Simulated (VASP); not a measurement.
ZrC (zincblende type):

```xyz
2
Lattice="0.0000 2.4984 2.4984 2.4984 0.0000 2.4984 2.4984 2.4984 0.0000" Properties=species:S:1:pos:R:3 pbc="T T T"
Zr    0.0000    0.0000    0.0000
C     1.2492    1.2492    1.2492
```

| Property | Result |
| --- | --- |
| Program | VASP 6.6.1 |
| Task | relaxation of cell and atoms |
| Functional | PBE |
| Potentials or basis | VASP PAW PBE potentials, release 64 (Zr_sv, C) |
| Cutoff | 600 eV |
| k mesh | 11 × 11 × 11 |
| Occupations | fermi-dirac, width 0.03 eV |
| Spin | no spin polarisation |

At the start: pressure 9.1 GPa; volume 15.59 Å³/atom.

Q: How do energy, volume and symmetry change on relaxing?

A: Over 4 steps the energy falls by 24.5 meV/atom and the volume is 16.49 Å³/atom (+5.8 %); space group F-43m (No. 216, to 0.05 Å).

Step by step:
| step | energy change (eV) | largest force (eV/Å) | pressure (GPa) | volume (Å³) |
| --- | --- | --- | --- | --- |
| 1 | 0.0000 | 0.0000 | 9.10 | 31.19 |
| 2 | 0.0202 | 0.0000 | -8.88 | 35.36 |
| 3 | -0.0490 | 0.0000 | -0.11 | 33.02 |
| 4 | -0.0490 | 0.0000 | 0.05 | 32.98 |

Final structure:
```
Zr C
1.0
     0.00000    2.54538    2.54538
     2.54538    0.00000    2.54538
     2.54538    2.54538    0.00000
Zr C
1 1
Direct
  0.00000 0.00000 0.00000
  0.25000 0.25000 0.25000
```
